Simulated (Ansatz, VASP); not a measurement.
## KI: VASP beside Ansatz

POSCAR

```
KI
1.0
    0.0000000000      3.5797280960      3.5797280960
    3.5797280960      0.0000000000      3.5797280960
    3.5797280960      3.5797280960      0.0000000000
K I
1 1
Direct
    0.0000000000      0.0000000000      0.0000000000
    0.5000000000      0.5000000000      0.5000000000
```

The input INCAR.step1:

```
SYSTEM = KI
PREC = Accurate
ENCUT = 520
EDIFF = 1E-5
ISMEAR = 0
SIGMA = 0.01
LREAL = .FALSE.
LASPH = .TRUE.
NELM = 60
ALGO = Normal
ISIF = 2
LWAVE = .TRUE.
LCHARG = .FALSE.
GGA = PE
NBANDS = 15
```

File INCAR.step2:

```
SYSTEM = KI
PREC = Accurate
ENCUT = 520
EDIFF = 1E-6
ISMEAR = 0
SIGMA = 0.01
LREAL = .FALSE.
LASPH = .TRUE.
NELM = 60
ALGO = Normal
ISIF = 2
LWAVE = .FALSE.
LCHARG = .FALSE.
GGA = PE
LHFCALC = .TRUE.
HFSCREEN = 0.2079
PRECFOCK = Normal
ISTART = 1
NBANDS = 15
```

KPOINTS

```
Automatic mesh
0
G
  4 4 4
  0 0 0
```

Input for Ansatz:

```yaml
crystal:
  lattice:
    - [0.0, 3.579728096, 3.579728096]
    - [3.579728096, 0.0, 3.579728096]
    - [3.579728096, 3.579728096, 0.0]
  atoms:
    - { symbol: K, position: [0.0, 0.0, 0.0] }
    - { symbol: I, position: [0.5, 0.5, 0.5] }
kpoints:
  mp_grid: { grid: [4, 4, 4] }
  band_path:
    path:
      - [0.0, 0.0, 0.0]
      - [0.5, 0.0, 0.5]
      - [0.625, 0.25, 0.625]
      - [0.375, 0.375, 0.75]
      - [0.5, 0.5, 0.5]
      - [0.5, 0.25, 0.75]
    npoints: 1
hamiltonian:
  xc: hse06
scf:
  occupations: { method: fixed }
  n_extra_bands: 4
output:
  forces: true
  stress: true
  eigenvalues: true
  write_density: true
  write_potential: true
  elf: true
  volumetric_format: npy
```

Change from the starting cell: hydrostatic strain +1.0%.

Alike in both runs: task single point; functional HSE06; k mesh 4 × 4 × 4; no spin polarisation.

|  | VASP | Ansatz |
| --- | --- | --- |
| version | VASP 6.6.1 | Ansatz 0.2.0 |
| potentials or method | VASP PAW PBE potentials, release 64 (K_sv, I) | plane waves, PAW |
| plane-wave cutoff (eV) | 520 | 420 |
| occupations | gaussian, width 0.01 eV | fixed |
| valence electrons in the cell | 16 | 26 |

|  | VASP | Ansatz | Ansatz less VASP |
| --- | --- | --- | --- |
| gap on the k mesh at the Fermi level (eV) | 4.86 | 4.87 | +0.010 |
| pressure (GPa) | -0.1 | -0.1 | -0.01 |

VASP's potentials hold 16 valence electrons a cell and Ansatz's 26, so a difference there can come from the potentials and not from the codes. Ansatz's warnings: stress exchange threshold loose, stress scf threshold loose.

Neither program's run includes spin-orbit coupling.
